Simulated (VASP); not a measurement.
Set up this calculation in VASP 6.6.1, as the native input.

```yaml
Task: single point
Functional: PBE
Potentials_or_basis: VASP PAW PBE potentials, release 64 (Co)
Cutoff: 520 eV
k_mesh: 5 × 5 × 1
Occupations: gaussian, width 0.05 eV
Spin: no spin polarisation
Dipole_correction: no
Further_INCAR_settings: ALGO = Normal; EDIFF = 1e-06; NBANDS = 20; NELMDL = -8
```

The structure of Co lies in POSCAR:

```
Co
1.0
    2.5000000000      0.0000000000      0.0000000000
   -1.2500000000      2.1650640000      0.0000000000
    0.0000000000      0.0000000000     17.0824830000
Co
3
Direct
    0.9964630000      0.9965560000      0.3812910000
    0.3264520000      0.6662370000      0.4973590000
    0.6699700000      0.3339420000      0.6210810000
```

The input as run:

INCAR

```
SYSTEM = Co
ALGO = Normal
EDIFF = 1E-6
ENCUT = 520
GGA = PE
GGA_COMPAT = .FALSE.
ISIF = 2
ISMEAR = 0
LASPH = .TRUE.
LCHARG = .FALSE.
LREAL = .FALSE.
LWAVE = .FALSE.
NBANDS = 20
NELM = 120
NELMDL = -8
PREC = Accurate
SIGMA = 0.05
```

KPOINTS

```
k-points
0
G
  5 5 1
  0 0 0
```

Potentials or basis: VASP PAW PBE potentials, release 64 (Co).

The run is started by

```sh
$ cat potpaw_PBE.64/Co/POTCAR > POTCAR
$ mpirun -np 1 vasp_std > vasp.out
```

Results of the run:

The largest force is 1.111 eV/Å. The band gap on the k mesh is zero (an odd number of electrons rules out a gap without spin polarisation).

Caveat: the k points lie up to 0.58 Å⁻¹ apart, too coarse for converged energies and pressures of a metal; the run has no spin polarisation, though such a crystal can be magnetic.

Run time: 93 s on 1 thread of AMD EPYC 7R43 64-Core Processor (Zen 3), on a shared host, peak memory 0.18 GiB.
